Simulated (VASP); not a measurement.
Write the native input for VASP 6.6.1 that does the following.

```yaml
Task: single point
Functional: PBE
Potentials_or_basis: VASP PAW PBE potentials, release 64 (Ag, Cl)
Cutoff: 520 eV
k_mesh: 5 × 5 × 5
Occupations: fermi-dirac, width 0.03 eV
Spin: no spin polarisation
Dipole_correction: no
Further_INCAR_settings: ALGO = Normal; EDIFF = 1e-06; NBANDS = 16
```

The structure of AgCl (Chlorargyrite) lies in POSCAR:

```
AgCl
1.0
    0.0000000000      2.7350000000      2.7350000000
    2.7350000000      0.0000000000      2.7350000000
    2.7350000000      2.7350000000      0.0000000000
Ag Cl
1 1
Direct
    0.0000000000      0.0000000000      0.0000000000
    0.5000000000      0.5000000000      0.5000000000
```

These files were run (other wordings do the same):

INCAR

```
  ALGO = Normal
  EDIFF = 1E-6
  ENCUT = 520
  GGA = PE
  ISIF = 2
  ISMEAR = -1
  LASPH = T
  LCHARG = F
  LREAL = F
  LWAVE = F
  NBANDS = 16
  NELM = 100
  PREC = Accurate
  SIGMA = 0.03
```

KPOINTS

```
k-points
0
Gamma
  5 5 5
```

Potentials or basis: VASP PAW PBE potentials, release 64 (Ag, Cl).

The run is started by

```bash
$ cat potpaw_PBE.64/Ag/POTCAR potpaw_PBE.64/Cl/POTCAR > POTCAR
$ mpirun -np 1 vasp_std > vasp.out
```

It gave:

```
Pressure               : 3.8 GPa
Band gap on the k mesh : 1.06 eV, indirect (least direct gap 3.40 eV)
```

Wall time 16 s on 1 thread of AMD EPYC 7R43 64-Core Processor (Zen 3) (shared host), peak memory 0.13 GiB.
